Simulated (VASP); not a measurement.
Crystal: SiC.

```
CELL_PARAMETERS angstrom
2.80762 0.00000 0.00000
-1.40381 2.43147 0.00000
0.00000 0.00000 4.99279
ATOMIC_POSITIONS crystal
Si 0.33333 0.66667 0.00460
Si 0.66667 0.33333 0.50460
C 0.33333 0.66667 0.38040
C 0.66667 0.33333 0.88040
```

| Quantity | Value |
| --- | --- |
| Program | VASP 6.6.1 |
| Task | relaxation of the atoms |
| Functional | LDA |
| Potentials or basis | VASP PAW LDA potentials, release 64 (Si, C) |
| Cutoff | 520 eV |
| k mesh | 12 × 12 × 6 |
| Occupations | gaussian, width 0.05 eV |
| Spin | no spin polarisation |

At the start: pressure 59.7 GPa; volume 8.52 Å³/atom.

Question: Where does the relaxation end?

Answer: Over 3 steps the energy falls by 26.1 meV/atom; space group P6_3mc (No. 186, to 0.1 Å) before and after.

Step by step:
```tsv
step	energy change (eV)	largest force (eV/Å)	pressure (GPa)
1	0.0000	1.5336	59.74
2	0.1027	2.6255	55.18
3	-0.1042	0.0017	56.61
```

Final structure:
```
CELL_PARAMETERS angstrom
2.80762 0.00000 0.00000
-1.40381 2.43147 0.00000
0.00000 0.00000 4.99279
ATOMIC_POSITIONS crystal
Si 0.33333 0.66667 0.01112
Si 0.66667 0.33333 0.51112
C 0.33333 0.66667 0.37388
C 0.66667 0.33333 0.87388
```
